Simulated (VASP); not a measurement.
# Ru (P6_3/mmc) in VASP: a series of runs

Ru is run at these levels: PBEsol; tasks: single point.

Program: VASP 6.6.1. These are calculated values, not measurements. Logs are shortened: lines on timing, memory, paths and dates and some standing lists are left out, and cuts for length are marked.

### Step 1. The cell of the first run

Symmetry: P6_3/mmc, No. 194, hexagonal system. Conventional cell: a = 2.539 Å, b = 2.539 Å, c = 4.661 Å, α = 90.00°, β = 90.00°, γ = 120.00°. Ru (site symmetry -6m2) has 12 Ru at 2.54 to 2.75 Å within 3.4 Å.

### Step 2. Single point, PBEsol

INCAR

```
SYSTEM = Ru
PREC = Accurate ; ENCUT = 520
EDIFF = 1E-6 ; ISMEAR = 0
SIGMA = 0.15 ; LREAL = .FALSE.
LASPH = .TRUE. ; NELM = 100
ALGO = Normal ; ISIF = 2
LWAVE = .FALSE. ; LCHARG = .FALSE.
GGA = PS ; NBANDS = 21
```

KPOINTS

```
Automatic mesh
0
G
  18 18 10
  0 0 0
```

POSCAR

```
Ru
1.0
    2.5391000000      0.0000000000      0.0000000000
   -1.2695500000      2.1989251028      0.0000000000
    0.0000000000      0.0000000000      4.6606000000
Ru
2
Direct
    0.3333333333      0.6666666667      0.2500000000
    0.6666666667      0.3333333333      0.7500000000
```

Potentials or basis: VASP PAW PBE potentials, release 64 (Ru_pv).

Command:

```console
> cat potpaw_PBE.64/Ru_pv/POTCAR > POTCAR
> mpirun -np 1 vasp_std > vasp.out
```

OUTCAR:

```text
SYSTEM = Ru
   PREC = Accurate
   ENCUT = 520
   EDIFF = 1E-6
   ISMEAR = 0
   LREAL = .FALSE.
   LASPH = .TRUE.
   NELM = 100
   ISIF = 2
   GGA = PS

 ion  position               nearest neighbor table
   1  0.333  0.667  0.250-   2 2.75   2 2.75   2 2.75   2 2.75   2 2.75   2 2.75
   2  0.667  0.333  0.750-   1 2.75   1 2.75   1 2.75   1 2.75   1 2.75   1 2.75

  LATTYP: Found a hexagonal cell.
 ALAT       =     2.5391000000
 C/A-ratio  =     1.8355322752

  Lattice vectors:

 A1 = (   2.5391000000,   0.0000000000,   0.0000000000)
 A2 = (  -1.2695500000,   2.1989251028,   0.0000000000)
 A3 = (   0.0000000000,   0.0000000000,   4.6606000000)

Analysis of symmetry for initial positions (statically):
=====================================================================
 Subroutine PRICEL returns:
 Original cell was already a primitive cell.

 Routine SETGRP: Setting up the symmetry group for a
 hexagonal supercell.

 Subroutine GETGRP returns: Found 24 space group operations
 (whereof 12 operations were pure point group operations)
 out of a pool of 24 trial point group operations.

The static configuration has the point symmetry D_3d.
 The point group associated with its full space group is D_6h.

Analysis of symmetry for dynamics (positions and initial velocities):
=====================================================================
 Subroutine PRICEL returns:
 Original cell was already a primitive cell.

 Routine SETGRP: Setting up the symmetry group for a
 hexagonal supercell.

 Subroutine GETGRP returns: Found 24 space group operations
 (whereof 12 operations were pure point group operations)
 out of a pool of 24 trial point group operations.

The dynamic configuration has the point symmetry D_3d.
 The point group associated with its full space group is D_6h.

 Subroutine INISYM returns: Found 24 space group operations
 (whereof 12 operations are pure point group operations),
 and found     1 'primitive' translations

----------------------------------------------------------------------------------------

                                     Primitive cell

  volume of cell :      26.0215

  direct lattice vectors                    reciprocal lattice vectors
     2.539100000  0.000000000  0.000000000     0.393840337  0.227383825  0.000000000
    -1.269550000  2.198925103  0.000000000     0.000000000  0.454767649  0.000000000
     0.000000000  0.000000000  4.660600000     0.000000000  0.000000000  0.214564648

  length of vectors
     2.539100000  2.539100000  4.660600000     0.454767649  0.454767649  0.214564648

  position of ions in fractional coordinates (direct lattice)
     0.333333333  0.666666667  0.250000000
     0.666666667  0.333333333  0.750000000

  ion indices of the primitive-cell ions
   primitive index   ion index
                 1           1
                 2           2

----------------------------------------------------------------------------------------

 KPOINTS: Automatic mesh

Automatic generation of k-mesh.
 Grid dimensions read from file:
 generate k-points for:   18   18   10

 Generating k-lattice:

  Cartesian coordinates                     Fractional coordinates (reciprocal lattice)
     0.021880019  0.012632435  0.000000000     0.055555556  0.000000000  0.000000000
     0.000000000  0.025264869  0.000000000     0.000000000  0.055555556  0.000000000
     0.000000000  0.000000000  0.021456465     0.000000000  0.000000000  0.100000000

  Length of vectors
     0.025264869  0.025264869  0.021456465

  Shift w.r.t. Gamma in fractional coordinates (k-lattice)
     0.000000000  0.000000000  0.000000000

 Subroutine IBZKPT returns following result:
 ===========================================

 Found    222 irreducible k-points:

 Following reciprocal coordinates:
            Coordinates               Weight
  0.000000  0.000000  0.000000      1.000000
  0.055556 -0.000000  0.000000      6.000000
  0.111111 -0.000000  0.000000      6.000000
  0.166667  0.000000  0.000000      6.000000
  0.222222  0.000000  0.000000      6.000000
  0.277778  0.000000  0.000000      6.000000
[... 16 lines left out ...]
  0.333333  0.111111  0.000000     12.000000
  0.388889  0.111111  0.000000     12.000000
 [... further k-points ...]
   k-points           NKPTS =    222   k-points in BZ     NKDIM =    222   number of bands    NBANDS=     21
   number of dos      NEDOS =    301   number of ions     NIONS =      2
   total plane-waves  NPLWV =  14400
   dimension x,y,z NGX =    20 NGY =   20 NGZ =   36
   dimension x,y,z NGXF=    40 NGYF=   40 NGZF=   72
   ions per type =               2
   NGX,Y,Z   is equivalent  to a cutoff of  13.09, 13.09, 12.84 a.u.
   NGXF,Y,Z  is equivalent  to a cutoff of  26.19, 26.19, 25.68 a.u.
 SYSTEM =  Ru
   PREC   = accura    normal or accurate (medium, high low for compatibility)
   ISTART =      0    job   : 0-new  1-cont  2-samecut
   ICHARG =      2    charge: 1-file 2-atom 10-const
[... 34 lines left out ...]
   IVDW    =     0    specifies the selected vdW correction
   LEPSILON=     F    determine dielectric tensor
   LRPA    =     F    only Hartree local field effects (RPA)
 non-spin polarized calculation
 Gauss-broadening in eV      SIGMA  =   0.15
  energy-cutoff  :      520.00
  volume of cell :       26.02
 maximum number of plane-waves:       726
 NGX is ok and might be reduce to    20
   NGX =  9   NGY =  9   NGZ = 17

 number of electron      27.9999997 magnetization

 Free energy of the ion-electron system (eV)
  ---------------------------------------------------
  ext. energy  EPLUGINS =         0.00000000
  ---------------------------------------------------
  free energy    TOTEN  =       -19.68400949 eV

  energy without entropy =      -19.66441243  energy(sigma->0) =      -19.67421096

 E-fermi :  13.5357     XC(G=0): -14.5284

 val. band max:       13.5331715891   @ k =   0.2778   0.2778   0.2000
 cond. band min:      13.5496127102   @ k =   0.2778   0.2222   0.2000
 fundamental gap:      0.0164411211
 Fermi energy:        13.5357385498

 k-point     1 :       0.0000    0.0000    0.0000
  band No.  band energies     occupation
      1     -30.0285      2.00000
      2     -29.1185      2.00000
      3     -28.9279      2.00000
      4     -28.9279      2.00000
      5     -28.8453      2.00000
      6     -28.8453      2.00000
[... 13 lines left out ...]
     20      23.8225      0.00000
     21      23.8275      0.00000

 k-point     2 :       0.0556   -0.0000    0.0000
  band No.  band energies     occupation
      1     -30.0163      2.00000
      2     -29.1187      2.00000
      3     -28.9706      2.00000
      4     -28.9392      2.00000
      5     -28.8886      2.00000
      6     -28.8535      2.00000
[... 13 lines left out ...]
     20      23.8225      0.00000
     21      23.8275      0.00000

 k-point     3 :       0.1111   -0.0000    0.0000
  band No.  band energies     occupation
      1     -29.9807      2.00000
      2     -29.1195      2.00000
      3     -29.0931      2.00000
      4     -29.0118      2.00000
      5     -28.9713      2.00000
      6     -28.8773      2.00000
[... 13 lines left out ...]
     20      23.8224      0.00000
     21      23.8272      0.00000

 k-point     4 :       0.1667    0.0000    0.0000
  band No.  band energies     occupation
      1     -29.9244      2.00000
      2     -29.2793      2.00000
      3     -29.1969      2.00000
      4     -29.1224      2.00000
      5     -29.0195      2.00000
      6     -28.9144      2.00000
[... 13 lines left out ...]
     20      23.8224      0.00000
     21      23.8268      0.00000

 k-point     5 :       0.2222    0.0000    0.0000
  band No.  band energies     occupation
      1     -29.8518      2.00000
      2     -29.5051      2.00000
      3     -29.4182      2.00000
      4     -29.1292      2.00000
      5     -29.0775      2.00000
      6     -28.9602      2.00000
[... 13 lines left out ...]
     20      23.8222      0.00000
     21      23.8263      0.00000
[... 382 lines left out ...]
     20      23.8219      0.00000
     21      23.8256      0.00000

 k-point    22 :       0.2778    0.1111    0.0000
  band No.  band energies     occupation
      1     -29.9465      2.00000
      2     -29.8630      2.00000
      3     -29.6580      2.00000
      4     -29.2668      2.00000
      5     -29.1683      2.00000
      6     -29.1437      2.00000
[... 13 lines left out ...]
     20      23.8211      0.00000
     21      23.8239      0.00000

 k-point    23 :       0.3333    0.1111    0.0000
  band No.  band energies     occupation
      1     -30.1038      2.00000
      2     -30.0019      2.00000
      3     -29.5789      2.00000
      4     -29.3271      2.00000
      5     -29.1961      2.00000
      6     -29.1911      2.00000
[... 13 lines left out ...]
     20      23.8141      0.00000
     21      23.8216      0.00000

 k-point    24 :       0.3889    0.1111    0.0000
  band No.  band energies     occupation
      1     -30.2054      2.00000
      2     -30.0919      2.00000
      3     -29.5170      2.00000
      4     -29.3662      2.00000
      5     -29.2244      2.00000
      6     -29.2219      2.00000
[... 13 lines left out ...]
     20      23.8205      0.00000
     21      24.5975      0.00000

 [... further k-points ...]
[... 5 lines left out ...]
  --------------------------------------------------------------------------------------
  -------------------------------------------------------------------------------------
  Total        6.9262993      6.9262993     -5.7860522      0.0000000      0.0000000      0.0000000
  in kB      426.4614323    426.4614323   -356.2549051      0.0000000      0.0000000      0.0000000
  external PRESSURE =     165.5559865 kB  Pullay stress =       0.0000000 kB

 VOLUME and BASIS-vectors are now :
 -----------------------------------------------------------------------------
  energy-cutoff  :      520.00
  volume of cell :       26.02
      direct lattice vectors                 reciprocal lattice vectors
     2.539100000  0.000000000  0.000000000     0.393840337  0.227383825  0.000000000
    -1.269550000  2.198925103  0.000000000     0.000000000  0.454767649  0.000000000
     0.000000000  0.000000000  4.660600000     0.000000000  0.000000000  0.214564648

 POSITION                                       TOTAL-FORCE (eV/Angst)
 -----------------------------------------------------------------------------------
     -0.00000      1.46595      1.16515        -0.000000     -0.000000      0.000000
      1.26955      0.73298      3.49545         0.000000      0.000000      0.000000
 -----------------------------------------------------------------------------------
    total drift:                               -0.000000      0.000000     -0.000000

  FREE ENERGIE OF THE ION-ELECTRON SYSTEM (eV)
  ---------------------------------------------------
  free  energy   TOTEN  =       -19.6840094916 eV

  energy  without entropy=      -19.6644124289  energy(sigma->0) =      -19.67421096
```

Run time: 37 s. Hardware: 1 thread of Intel Xeon 6975P-C (Granite Rapids), shared host; peak memory 0.21 GiB.

What came out:

```
Free energy            : -19.6840 eV
Pressure               : 16.6 GPa
Band gap on the k mesh : zero (band 14 reaches 15.00 eV, above the bottom of band 15 at 12.32 eV)
```

Stress tensor (GPa, compression positive):
```
 42.65   0.00   0.00
  0.00  42.65   0.00
  0.00   0.00 -35.63
```

Levels at points of the mesh, in eV from the Fermi level:
```
           k point  band 11  band 12  band 13  band 14  band 15  band 16  band 17  band 18
(0.00, 0.00, 0.00)    -2.72    -2.31    -2.31    -0.33    -0.31    -0.31     1.36     1.36
(0.50, 0.00, 0.00)    -2.22    -2.10    -1.36     1.44     2.53     2.71     4.54     6.71
(0.00, 0.00, 0.50)    -2.66    -2.66    -2.66    -2.66     0.72     0.72     0.72     0.72
(0.50, 0.00, 0.50)    -0.60    -0.60     0.43     0.43     2.63     2.63     3.58     3.58
```

Caveat: the PAW data sets were made with another functional, which shifts forces and pressure a little.

### Step 3. Single point, PBEsol

This run uses another cell than the first one, of 13.08 Å³/atom, 1.005 times its volume.

INCAR

```
SYSTEM = Ru
PREC = Accurate
ENCUT = 520
EDIFF = 1E-7
ISMEAR = 0
SIGMA = 0.15
LREAL = .False.
LASPH = .True.
NELM = 60
ALGO = Normal
ISIF = 2
LWAVE = .False.
LCHARG = .False.
GGA = PS
NBANDS = 21
```

KPOINTS

```
regular mesh
0
Gamma
  18 18 10
  0 0 0
```

POSCAR

```
Ru
1.0
    2.8027000000      0.0000000000      0.0000000000
   -1.4013500000      2.4272093992      0.0000000000
    0.0000000000      0.0000000000      3.8442000000
Ru
2
Direct
    0.3333333333      0.6666666667      0.2500000000
    0.6666666667      0.3333333333      0.7500000000
```

Potentials or basis: VASP PAW PBE potentials, release 64 (Ru_pv).

Command:

```console
> cat potpaw_PBE.64/Ru_pv/POTCAR > POTCAR
> mpirun -np 1 vasp_std > vasp.out
```

Run time: 37 s. Hardware: 1 thread of Intel Xeon 6975P-C (Granite Rapids), shared host; peak memory 0.21 GiB.

Results (log left out):

```yaml
Free_energy: -19.8179 eV
Pressure: 16.4 GPa
Band_gap_on_the_k_mesh: zero (band 14 reaches 14.94 eV, above the bottom of band 15 at 12.05 eV)
```

Stress tensor (GPa, compression positive):
```
-4.01  0.00  0.00
 0.00 -4.01  0.00
 0.00  0.00 57.31
```

Levels at points of the mesh, in eV from the Fermi level:
```tsv
k point	band 12	band 13	band 14	band 15	band 16	band 17
(0.00, 0.00, 0.00)	-2.66	-1.94	-1.94	-1.25	1.20	1.20
(0.50, 0.00, 0.00)	-1.35	-0.80	0.52	1.40	2.64	3.69
(0.00, 0.00, 0.50)	-3.70	-2.05	-2.05	0.85	0.85	0.85
(0.50, 0.00, 0.50)	-1.78	0.25	0.25	1.13	1.13	3.18
```

Caveat: the PAW data sets were made with another functional, which shifts forces and pressure a little.

### Step 4. Single point, PBEsol

This run uses another cell than the first one, of 13.06 Å³/atom, 1.004 times its volume.

INCAR

```
  ALGO = Normal
  EDIFF = 1E-6
  ENCUT = 520
  GGA = PS
  ISIF = 2
  ISMEAR = 0
  LASPH = True
  LCHARG = False
  LREAL = False
  LWAVE = False
  NBANDS = 21
  NELM = 80
  PREC = Accurate
  SIGMA = 0.15
```

KPOINTS

```
k-points
0
Gamma
  18 18 10
```

POSCAR

```
Ru
1.0
    2.7650000000      0.0000000000      0.0000000000
   -1.3825000000      2.3945602415      0.0000000000
    0.0000000000      0.0000000000      3.9462000000
Ru
2
Direct
    0.3333333333      0.6666666667      0.2500000000
    0.6666666667      0.3333333333      0.7500000000
```

Command:

```console
> cat potpaw_PBE.64/Ru_pv/POTCAR > POTCAR
> mpirun -np 1 vasp_std > vasp.out
```

Wall time 31 s (1 thread of Intel Xeon 6975P-C (Granite Rapids), shared host); peak memory 0.21 GiB.

The run converged. Its results:

```
Free energy            : -20.0559 eV
Pressure               : 12.7 GPa
Band gap on the k mesh : zero (band 14 reaches 14.86 eV, above the bottom of band 15 at 11.79 eV)
```

Stress tensor (GPa, compression positive):
```
-3.55  0.00  0.00
 0.00 -3.55  0.00
 0.00  0.00 45.24
```

Levels at points of the mesh, in eV from the Fermi level:
```
           k point  band 10  band 11  band 12  band 13  band 14  band 15  band 16  band 17  band 18  band 19
(0.00, 0.00, 0.00)    -2.97    -2.35    -2.35    -1.97    -1.97    -1.61     1.21     1.21     2.57    10.21
(0.50, 0.00, 0.00)    -4.00    -2.31    -1.58    -1.04     0.80     1.54     2.48     3.88     5.91    10.21
(0.00, 0.00, 0.50)    -3.47    -3.47    -3.47    -2.30    -2.30     0.74     0.74     0.74     0.74    10.21
(0.50, 0.00, 0.50)    -4.47    -1.60    -1.60     0.32     0.32     1.30     1.30     3.30     3.30    10.20
```

Caveat: the PAW data sets were made with another functional, which shifts forces and pressure a little.

### Step 5. Single point, PBEsol

This run uses another cell than the first one, of 16.20 Å³/atom, 1.245 times its volume.

INCAR

```
SYSTEM = Ru
  ALGO = Fast
  EDIFF = 1E-7
  ENCUT = 520
  GGA = PS
  ISIF = 2
  ISMEAR = 0
  LASPH = .True.
  LCHARG = .True.
  LELF = .True.
  LREAL = .False.
  LVHAR = .True.
  LWAVE = .False.
  NBANDS = 21
  NELM = 60
  PREC = Accurate
  SIGMA = 0.15
```

KPOINTS

```
k-points
0
Gamma
  18 18 10
  0 0 0
```

POSCAR

```
Ru
1.0
    2.8027000000      0.0000000000      0.0000000000
   -1.4013500000      2.4272093992      0.0000000000
    0.0000000000      0.0000000000      4.7627000000
Ru
2
Direct
    0.3333333333      0.6666666667      0.2500000000
    0.6666666667      0.3333333333      0.7500000000
```

Command:

```console
> cat potpaw_PBE.64/Ru_pv/POTCAR > POTCAR
> mpirun -np 1 vasp_std > vasp.out
```

Wall time 78 s (1 thread of Intel Xeon Platinum 8488C (Sapphire Rapids), shared host); peak memory 0.24 GiB.

The run converged. Its results:

```yaml
Free_energy: -19.3233 eV
Pressure: -41.3 GPa
Band_gap_on_the_k_mesh: zero (band 14 reaches 10.93 eV, above the bottom of band 15 at 8.71 eV)
```

Stress tensor (GPa, compression positive):
```
-34.70   0.00   0.00
  0.00 -34.70   0.00
  0.00   0.00 -54.55
```

Levels at points of the mesh, in eV from the Fermi level:
```csv
k point,band 10,band 11,band 12,band 13,band 14,band 15,band 16,band 17,band 18,band 19
"(0.00, 0.00, 0.00)",-1.95,-1.95,-1.56,-1.56,-0.65,-0.65,0.50,0.91,0.91,7.36
"(0.50, 0.00, 0.00)",-1.94,-1.91,-1.47,-1.27,1.19,1.39,1.60,3.35,5.13,9.44
"(0.00, 0.00, 0.50)",-2.47,-1.97,-1.97,-1.97,-1.97,0.40,0.40,0.40,0.40,10.55
"(0.50, 0.00, 0.50)",-3.69,-0.60,-0.60,0.37,0.37,1.51,1.51,2.83,2.83,8.76
```

Caveat: the PAW data sets were made with another functional, which shifts forces and pressure a little.

### Step 6. Single point, PBEsol

This run uses another cell than the first one, of 10.42 Å³/atom, 0.801 times its volume.

INCAR

```
PREC     = Accurate       # precision mode
ENCUT    = 520            # plane-wave cutoff, eV
EDIFF    = 1E-6           # SCF threshold, eV
ISMEAR   = 0              # smearing method
SIGMA    = 0.15           # smearing width, eV
LREAL    = False          # projectors in reciprocal space
LASPH    = True           # aspherical terms in the spheres
NELM     = 100            # most SCF steps
ALGO     = Fast           # electronic algorithm
ISIF     = 2              # what is computed and relaxed
LWAVE    = False          # write WAVECAR
LCHARG   = False          # write CHGCAR
GGA      = PS             # functional
NBANDS   = 21             # bands
```

KPOINTS

```
regular mesh
0
Gamma
  18 18 10
```

POSCAR

```
Ru
1.0
    2.5014000000      0.0000000000      0.0000000000
   -1.2507000000      2.1662759450      0.0000000000
    0.0000000000      0.0000000000      3.8442000000
Ru
2
Direct
    0.3333333333      0.6666666667      0.2500000000
    0.6666666667      0.3333333333      0.7500000000
```

Potentials or basis: VASP PAW PBE potentials, release 64 (Ru_pv).

Command:

```console
> cat potpaw_PBE.64/Ru_pv/POTCAR > POTCAR
> mpirun -np 1 vasp_std > vasp.out
```

It took 55 s on 1 thread of Intel Xeon Platinum 8488C (Sapphire Rapids), shared host; peak memory 0.19 GiB.

The run converged. Its results:

```yaml
Free_energy: -18.0814 eV
Pressure: 154.9 GPa
Band_gap_on_the_k_mesh: zero (band 14 reaches 20.39 eV, above the bottom of band 15 at 15.67 eV)
```

Stress tensor (GPa, compression positive):
```
141.91   0.00   0.00
  0.00 141.91   0.00
  0.00   0.00 180.98
```

Levels at points of the mesh, in eV from the Fermi level:
| k point | band 11 | band 12 | band 13 | band 14 | band 15 | band 16 | band 17 | band 18 |
| --- | --- | --- | --- | --- | --- | --- | --- | --- |
| (0.00, 0.00, 0.00) | -3.22 | -2.81 | -2.81 | -2.40 | -2.40 | 1.68 | 1.68 | 2.31 |
| (0.50, 0.00, 0.00) | -2.58 | -2.25 | -1.89 | 1.96 | 2.71 | 3.18 | 5.80 | 8.34 |
| (0.00, 0.00, 0.50) | -4.29 | -4.29 | -3.27 | -3.27 | 0.91 | 0.91 | 0.91 | 0.91 |
| (0.50, 0.00, 0.50) | -1.75 | -1.75 | 0.74 | 0.74 | 2.42 | 2.42 | 4.70 | 4.70 |

Caveat: the PAW data sets were made with another functional, which shifts forces and pressure a little.

### Step 7. The runs side by side

| cell | gap on the mesh (eV) | pressure (GPa) |
| --- | --- | --- |
| a = 2.539, b = 2.539, c = 4.661 Å, angles 90.0, 90.0, 120.0°, 2 atoms | none | 16.6 |
| a = 2.803, b = 2.803, c = 3.844 Å, angles 90.0, 90.0, 120.0°, 2 atoms | none | 16.4 |
| a = 2.765, b = 2.765, c = 3.946 Å, angles 90.0, 90.0, 120.0°, 2 atoms | none | 12.7 |
| a = 2.803, b = 2.803, c = 4.763 Å, angles 90.0, 90.0, 120.0°, 2 atoms | none | -41.3 |
| a = 2.501, b = 2.501, c = 3.844 Å, angles 90.0, 90.0, 120.0°, 2 atoms | none | 154.9 |

Alike in all rows: task single point; level PBEsol; potentials or basis VASP PAW PBE potentials, release 64 (Ru_pv); no spin polarisation; k mesh 18 × 18 × 10; cutoff (eV) 520; smearing gaussian 0.15 eV.

Caveats: the PAW data sets were made with another functional, which shifts forces and pressure a little.

Absolute energies hang on the potentials; compare differences alone.
